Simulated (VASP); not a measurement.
# ZnS (P1) in VASP: single point with PBE

Aim: the single point of ZnS with PBE.

All numbers are computed with VASP 6.6.1; they aren't measurements. Logs are shortened: lines on timing, memory, paths and dates and some standing lists are left out, and cuts for length are marked.

### 1 The cell of the first run

The typed cell holds 12 atoms: a = 3.840 Å, b = 3.853 Å, c = 18.996 Å, α = 89.96°, β = 89.05°, γ = 120.61°.

### 2 Single point, PBE

File INCAR:

```
PREC = Accurate
ENCUT = 520
EDIFF = 1E-6
ISMEAR = 0
SIGMA = 0.05
LREAL = F
LASPH = T
NELM = 80
ALGO = Normal
ISIF = 2
LWAVE = F
LCHARG = F
GGA = PE
NBANDS = 66
```

File KPOINTS:

```
regular mesh
0
Gamma
  6 6 2
```

File POSCAR:

```
ZnS
1.0
    3.8399005115     -0.0243102534      0.0318753537
   -1.9410035527      3.3283619895      0.0012638488
    0.1563775217      0.0974441228     18.9954170137
Zn S
6 6
Direct
   -0.0002618753     -0.0011111729     -0.0001986732
    0.0017412773      0.0037453273      0.4992637957
    0.3324941295      0.6663762050      0.1670275277
    0.6706820878      0.3400660286      0.6665830150
    0.6649336662      0.3303860326      0.3330977890
    0.3325288044      0.6688438779      0.8336379137
    0.0032758844     -0.0001325851      0.1252661397
   -0.0069975353     -0.0031926201      0.6249862341
    0.3350071724      0.6653684013      0.2923933554
    0.6669798695      0.3337562232      0.7915196041
    0.6666277862      0.3309259990      0.4580998201
    0.3329887329      0.6649682832      0.9583234790
```

Potentials or basis: VASP PAW PBE potentials, release 64 (Zn, S).

The run is started by

```
$ cat potpaw_PBE.64/Zn/POTCAR potpaw_PBE.64/S/POTCAR > POTCAR
$ mpirun -np 1 vasp_std > vasp.out
```

OUTCAR:

```text
PREC = Accurate
   ENCUT = 520
   EDIFF = 1E-6
   ISMEAR = 0
   LREAL = F
   LASPH = T
   NELM = 80
   ISIF = 2
   GGA = PE

 ion  position               nearest neighbor table
   1  1.000  0.999  1.000-  12 2.34  12 2.35  12 2.36   7 2.38
   2  0.002  0.004  0.499-  11 2.32  11 2.35  11 2.37   8 2.39
   3  0.332  0.666  0.167-   7 2.34   7 2.36   7 2.36   9 2.38
   4  0.671  0.340  0.667-   8 2.31   8 2.35  10 2.37   8 2.39
   5  0.665  0.330  0.333-   9 2.33   9 2.34   9 2.36  11 2.37
   6  0.333  0.669  0.834-  10 2.34  10 2.36  12 2.37  10 2.37
   7  0.003  1.000  0.125-   3 2.34   3 2.36   3 2.36   1 2.38
   8  0.993  0.997  0.625-   4 2.31   4 2.35   2 2.39   4 2.39
   9  0.335  0.665  0.292-   5 2.33   5 2.34   5 2.36   3 2.38
  10  0.667  0.334  0.792-   6 2.34   6 2.36   6 2.37   4 2.37
  11  0.667  0.331  0.458-   2 2.32   2 2.35   2 2.37   5 2.37
  12  0.333  0.665  0.958-   1 2.34   1 2.35   1 2.36   6 2.37

  LATTYP: Found a triclinic cell.
 ALAT       =     3.8109927502
 B/A-ratio  =     1.0110185980
 C/A-ratio  =     4.9846094852
 COS(alpha) =     0.0006121847
 COS(beta)  =     0.0172443070
 COS(gamma) =     0.4979234289

  Lattice vectors:

 A1 = (   1.8988969588,   3.3040517361,   0.0331392025)
 A2 = (  -1.9410035527,   3.3283619895,   0.0012638488)
 A3 = (   0.1563775217,   0.0974441228,  18.9954170137)

Analysis of symmetry for initial positions (statically):
=====================================================================
 Subroutine PRICEL returns:
 Original cell was already a primitive cell.

 Routine SETGRP: Setting up the symmetry group for a
 triclinic supercell.

 Subroutine GETGRP returns: Found  1 space group operations
 (whereof  1 operations were pure point group operations)
 out of a pool of  2 trial point group operations.

The static configuration has the point symmetry C_1 .

Analysis of symmetry for dynamics (positions and initial velocities):
=====================================================================
 Subroutine PRICEL returns:
 Original cell was already a primitive cell.

 Routine SETGRP: Setting up the symmetry group for a
 triclinic supercell.

 Subroutine GETGRP returns: Found  1 space group operations
 (whereof  1 operations were pure point group operations)
 out of a pool of  2 trial point group operations.

The dynamic configuration has the point symmetry C_1 .

 Subroutine INISYM returns: Found  1 space group operations
 (whereof  1 operations are pure point group operations),
 and found     1 'primitive' translations

----------------------------------------------------------------------------------------

                                     Primitive cell

  volume of cell :     241.8530

  direct lattice vectors                    reciprocal lattice vectors
     3.839900511 -0.024310253  0.031875354     0.261412922  0.152449499 -0.002934098
    -1.941003553  3.328361989  0.001263849     0.001922198  0.301569653 -0.001562839
     0.156377522  0.097444123 18.995417014    -0.000438793 -0.000275883  0.052649305

  length of vectors
     3.840109759  3.852984547 18.996310611     0.302632077  0.301579828  0.052651856

  position of ions in fractional coordinates (direct lattice)
     0.999738125  0.998888827  0.999801327
     0.001741277  0.003745327  0.499263796
     0.332494129  0.666376205  0.167027528
     0.670682088  0.340066029  0.666583015
     0.664933666  0.330386033  0.333097789
     0.332528804  0.668843878  0.833637914
     0.003275884  0.999867415  0.125266140
     0.993002465  0.996807380  0.624986234
     0.335007172  0.665368401  0.292393355
     0.666979869  0.333756223  0.791519604
     0.666627786  0.330925999  0.458099820
     0.332988733  0.664968283  0.958323479

  ion indices of the primitive-cell ions
   primitive index   ion index
                 1           1
                 2           2
                 3           3
                 4           4
                 5           5
                 6           6
                 7           7
                 8           8
                 9           9
                10          10
                11          11
                12          12

----------------------------------------------------------------------------------------

 KPOINTS: regular mesh

Automatic generation of k-mesh.
 Grid dimensions read from file:
 generate k-points for:    6    6    2

 Generating k-lattice:

  Cartesian coordinates                     Fractional coordinates (reciprocal lattice)
     0.043568820  0.025408250 -0.000489016     0.166666667 -0.000000000  0.000000000
     0.000320366  0.050261609 -0.000260473     0.000000000  0.166666667 -0.000000000
    -0.000219397 -0.000137942  0.026324652     0.000000000 -0.000000000  0.500000000

  Length of vectors
     0.050438680  0.050263305  0.026325928

  Shift w.r.t. Gamma in fractional coordinates (k-lattice)
     0.000000000  0.000000000  0.000000000

 Subroutine IBZKPT returns following result:
 ===========================================

 Found     40 irreducible k-points:

 Following reciprocal coordinates:
            Coordinates               Weight
  0.000000  0.000000  0.000000      1.000000
  0.166667 -0.000000  0.000000      2.000000
  0.333333  0.000000  0.000000      2.000000
  0.500000  0.000000  0.000000      1.000000
  0.000000  0.166667  0.000000      2.000000
  0.166667  0.166667  0.000000      2.000000
[... 16 lines left out ...]
  0.333333  0.000000  0.500000      2.000000
  0.500000  0.000000  0.500000      1.000000
 [... further k-points ...]
   k-points           NKPTS =     40   k-points in BZ     NKDIM =     40   number of bands    NBANDS=     66
   number of dos      NEDOS =    301   number of ions     NIONS =     12
   total plane-waves  NPLWV = 129600
   dimension x,y,z NGX =    30 NGY =   30 NGZ =  144
   dimension x,y,z NGXF=    60 NGYF=   60 NGZF=  288
   ions per type =               6   6
   NGX,Y,Z   is equivalent  to a cutoff of  12.99, 12.94, 12.60 a.u.
   NGXF,Y,Z  is equivalent  to a cutoff of  25.98, 25.89, 25.20 a.u.
 SYSTEM =  unknown system
   PREC   = accura    normal or accurate (medium, high low for compatibility)
   ISTART =      0    job   : 0-new  1-cont  2-samecut
   ICHARG =      2    charge: 1-file 2-atom 10-const
   ISPIN  =      1    spin polarized calculation?
   LNONCOLLINEAR =      F non collinear calculations
   LSORBIT =      F    spin-orbit coupling
   LASPH  =      T    aspherical Exc in radial PAW
   ENCUT  =  520.0 eV  38.22 Ry    6.18 a.u.   7.14  7.16 35.32*2*pi/ulx,y,z
   NELM   =     80;   NELMIN=  2; NELMDL= -5     # of ELM steps
   EDIFF  = 0.1E-05   stopping-criterion for ELM
   LREAL  =      F    real-space projection
   EDIFFG = 0.1E-04   stopping-criterion for IOM
   NSW    =      0    number of steps for IOM
   IBRION =     -1    ionic relax: 0-MD 1-quasi-New 2-CG
   NFREE  =      0    steps in history (QN), initial steepest desc. (CG)
   ISIF   =      2    stress and relaxation
   ISYM   =      2    0-nonsym 1-usesym 2-fastsym
   POTIM  = 0.5000    time-step for ionic-motion
   TEBEG  =    0.0;   TEEND  =   0.0 temperature during run
   PSTRESS=    0.0 pullay stress
   NELECT =     108.0000    total number of electrons
   NUPDOWN=      -1.0000    fix difference up-down
   EMIN   =  10.00;   EMAX   =-10.00  energy-range for DOS
   EFERMI =   0.00;   METHOD = LEGACY
   ISMEAR =     0;   SIGMA  =   0.05  broadening in eV -4-tet -1-fermi 0-gaus
   EFERMI_NEDOS =   21; number of points for ismear=-14 and -15
   IALGO  =     38    algorithm
   IMIX   =      4    mixing-type and parameters
     AMIX     =   0.40;   BMIX     =  1.00
     AMIX_MAG =   1.60;   BMIX_MAG =  1.00
  volume/ion in A,a.u.               =      20.15       136.01
  Fermi-wavevector in a.u.,A,eV,Ry     =   1.251312  2.364637 21.303751  1.565782
  Thomas-Fermi vector in A             =   2.385265
   LORBIT       =      0    0 simple, 1 ext, 2 COOP (PROOUT), +10 PAW based schemes
   GGA     = PE    functional components
   LHFCALC =     F    Hartree Fock is set to
   AEXX    =    0.0000 exact exchange contribution
   IVDW    =     0    specifies the selected vdW correction
   LEPSILON=     F    determine dielectric tensor
   LRPA    =     F    only Hartree local field effects (RPA)
 non-spin polarized calculation
 Gauss-broadening in eV      SIGMA  =   0.05
  energy-cutoff  :      520.00
  volume of cell :      241.85
 maximum number of plane-waves:      6556
 NGX is ok and might be reduce to    30
   NGX = 15   NGY = 15   NGZ = 71

 number of electron     108.0000072 magnetization

 Free energy of the ion-electron system (eV)
  ---------------------------------------------------
  ext. energy  EPLUGINS =         0.00000000
  ---------------------------------------------------
  free energy    TOTEN  =       -41.06404957 eV

  energy without entropy =      -41.06404957  energy(sigma->0) =      -41.06404957

 E-fermi :   2.1835     XC(G=0):  -9.5273

 val. band max:        1.9653832053   @ k =   0.0000   0.0000   0.0000
 cond. band min:       3.9523157398   @ k =   0.0000   0.0000   0.0000
 fundamental gap:      1.9869325345
 Fermi energy:         2.1834757438

 k-point     1 :       0.0000    0.0000    0.0000
  band No.  band energies     occupation
      1     -11.0899      2.00000
      2     -10.9146      2.00000
      3     -10.8750      2.00000
      4     -10.4779      2.00000
      5     -10.4529      2.00000
      6     -10.2150      2.00000
[... 58 lines left out ...]
     65       8.3943      0.00000
     66       8.5212      0.00000

 k-point     2 :       0.1667   -0.0000    0.0000
  band No.  band energies     occupation
      1     -10.9111      2.00000
      2     -10.7510      2.00000
      3     -10.7097      2.00000
      4     -10.3542      2.00000
      5     -10.3243      2.00000
      6     -10.1148      2.00000
[... 1576 lines left out ...]
     65       8.4340      0.00000
     66       8.5725      0.00000

 [... further k-points ...]

------------------------ aborting loop because EDIFF is reached ----------------------------------------

  FORCE on cell =-STRESS in cart. coord.  units (eV):
  Direction    XX          YY          ZZ          XY          YZ          ZX
  --------------------------------------------------------------------------------------
  -------------------------------------------------------------------------------------
  Total        0.7801268      1.5023190     -1.0272929      0.7573773     -0.7168423     -0.8196497
  in kB        5.1680214      9.9522492     -6.8053958      5.0173150     -4.7487874     -5.4298444
  external PRESSURE =       2.7716249 kB  Pullay stress =       0.0000000 kB

 VOLUME and BASIS-vectors are now :
 -----------------------------------------------------------------------------
  energy-cutoff  :      520.00
  volume of cell :      241.85
      direct lattice vectors                 reciprocal lattice vectors
     3.839900511 -0.024310253  0.031875354     0.261412922  0.152449499 -0.002934098
    -1.941003553  3.328361989  0.001263849     0.001922198  0.301569653 -0.001562839
     0.156377522  0.097444123 18.995417014    -0.000438793 -0.000275883  0.052649305

 POSITION                                       TOTAL-FORCE (eV/Angst)
 -----------------------------------------------------------------------------------
      2.05639      3.39778     19.02477         0.013185     -0.054130      0.100449
      0.07749      0.06107      9.48378        -0.094076     -0.137632      0.150156
      0.00943      2.22613      3.18420        -0.025922     -0.020736      0.077412
      2.01952      1.18051     12.68383        -0.101406     -0.238859      0.062755
      1.96409      1.11594      6.34894        -0.054792      0.007697      0.113025
      0.10901      2.29930     15.84674         0.046392     -0.078458     -0.012242
     -1.90858      3.34005      2.38085         0.039358      0.014003     -0.059650
      1.97596      3.35450     11.90479         0.104420      0.247822     -0.106060
      0.04064      2.23493      5.56565         0.052962     -0.007915     -0.172533
      2.03709      1.17178     15.05693        -0.048781      0.075672     -0.011637
      1.98909      1.12987      8.72346         0.081095      0.129218     -0.089811
      0.13780      2.29854     18.21521        -0.012435      0.063317     -0.051864
 -----------------------------------------------------------------------------------
    total drift:                                0.000814     -0.001496      0.000462

  FREE ENERGIE OF THE ION-ELECTRON SYSTEM (eV)
  ---------------------------------------------------
  free  energy   TOTEN  =       -41.0640495739 eV

  energy  without entropy=      -41.0640495739  energy(sigma->0) =      -41.06404957
```

It took 9 min on 1 thread of AMD EPYC 9R45 (Zen 5), shared host; peak memory 0.6 GiB.

Results:

```
Free energy            : -41.0640 eV
Pressure               : 0.3 GPa
Largest force          : 0.289 eV/Å
Band gap on the k mesh : 1.99 eV
```

Forces in eV/Å, atoms in the order of the input:
```
Zn   0.013 -0.054  0.100
Zn  -0.094 -0.138  0.150
Zn  -0.026 -0.021  0.077
Zn  -0.101 -0.239  0.063
Zn  -0.055  0.008  0.113
Zn   0.046 -0.078 -0.012
S    0.039  0.014 -0.060
S    0.104  0.248 -0.106
S    0.053 -0.008 -0.173
S   -0.049  0.076 -0.012
S    0.081  0.129 -0.090
S   -0.012  0.063 -0.052
```

A k mesh can miss the band edges.
